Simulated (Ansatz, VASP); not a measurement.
One calculation of LiYP, two programs

INCAR

```
SYSTEM = LiYP
PREC = Accurate
ENCUT = 600
EDIFF = 1E-6
ISMEAR = 0
SIGMA = 0.1
LREAL = .FALSE.
LASPH = .TRUE.
NELM = 80
ALGO = Normal
ISIF = 3
LWAVE = .FALSE.
LCHARG = .FALSE.
GGA = PE
IBRION = 2
NSW = 100
EDIFFG = -0.01
```

The input KPOINTS:

```
regular mesh
0
G
  12 12 12
  0 0 0
```

POSCAR

```
LiYP
1.0
    4.0188604162      0.0000000000      0.0000000000
   -2.0094302081      3.4804352147      0.0000000000
    0.0000000000      0.0000000000      3.8851196299
Li Y P
1 1 1
Direct
    0.6666666667      0.3333333333      0.5000000000
    0.3333333333      0.6666666667      0.0000000000
    0.0000000000      0.0000000000      0.5000000000
```

Input for Ansatz:

```yaml
crystal:
  lattice:
    - [4.0188604162, 0.0, 0.0]
    - [-2.0094302081, 3.4804352147, 0.0]
    - [0.0, 0.0, 3.8851196299]
  atoms:
    - { symbol: Li, position: [0.6666666667, 0.3333333333, 0.5] }
    - { symbol: "Y", position: [0.3333333333, 0.6666666667, 0.0] }
    - { symbol: P, position: [0.0, 0.0, 0.5] }
basis:
  ecutwfc: 420
kpoints:
  mp_grid: { grid: [12, 12, 12] }
hamiltonian:
  xc: pbe
scf:
  occupations: { method: gaussian, width: 0.1 }
output:
  forces: true
  stress: true
  eigenvalues: true
  write_density: true
  write_potential: true
  elf: true
  volumetric_format: npy
relax:
  adjacent_minimum: "off"
  f_tol: 0.01
  max_steps: 80
  cell: { stress_tol: 0.05 }
```

Change from the starting cell: the structure that the rattled cell fell into.

Alike in both runs: task relaxation of cell and atoms; functional PBE; k mesh 12 × 12 × 12; occupations gaussian, width 0.1 eV; no spin polarisation.

|  | VASP | Ansatz |
| --- | --- | --- |
| version | VASP 6.6.1 | Ansatz 0.2.0 |
| potentials or method | VASP PAW PBE potentials, release 64 (Li_sv, Y_sv, P), cutoff 600 eV | scalar-relativistic, plane waves, PAW |
| valence electrons in the cell | 19 | 19 |

|  | VASP | Ansatz | Ansatz less VASP |
| --- | --- | --- | --- |
| gap on the k mesh at the Fermi level, each at its own relaxed structure (eV) | none | none | - |
| relaxed volume (Å³/atom) | 18.13 | 18.12 | -0.007 |
| relaxed cell length with the largest relative difference (Å) | 4.029 | 4.027 | -0.0013 |

A gap of «none» marks a metal or a gap that the smearing closes.

Noted on VASP's run: the cutoff is short for stress, so the pressure is rough.
